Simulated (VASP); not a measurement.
Input of a VASP 6.6.1 run:

Contents of INCAR:

```
SYSTEM = Al
  PREC = Accurate
  ENCUT = 400
  EDIFF = 1E-6
  ISMEAR = 0
  SIGMA = 0.1
  LREAL = .False.
  LASPH = .True.
  NELM = 120
  ALGO = Normal
  ISIF = 2
  LWAVE = .False.
  LCHARG = .False.
  GGA = PE
  NBANDS = 8
  GGA_COMPAT = .False.
```

The input KPOINTS:

```
Automatic mesh
0
Gamma
  6 6 6
  0 0 0
```

File POSCAR:

```
Al
1.0
    4.6031444700      0.0000000000      0.0000000000
    0.0000000000      4.6031444700      0.0000000000
    0.0000000000      0.0000000000      4.6031444700
Al
1
Direct
    0.0000000000      0.0000000000      0.0000000000
```

Potentials or basis: VASP PAW PBE potentials, release 64 (Al).

Launch:

```sh
$ cat potpaw_PBE.64/Al/POTCAR > POTCAR
$ mpirun -np 1 vasp_std > vasp.out
```

Q: Estimate the pressure.

A: -1.9 GPa.
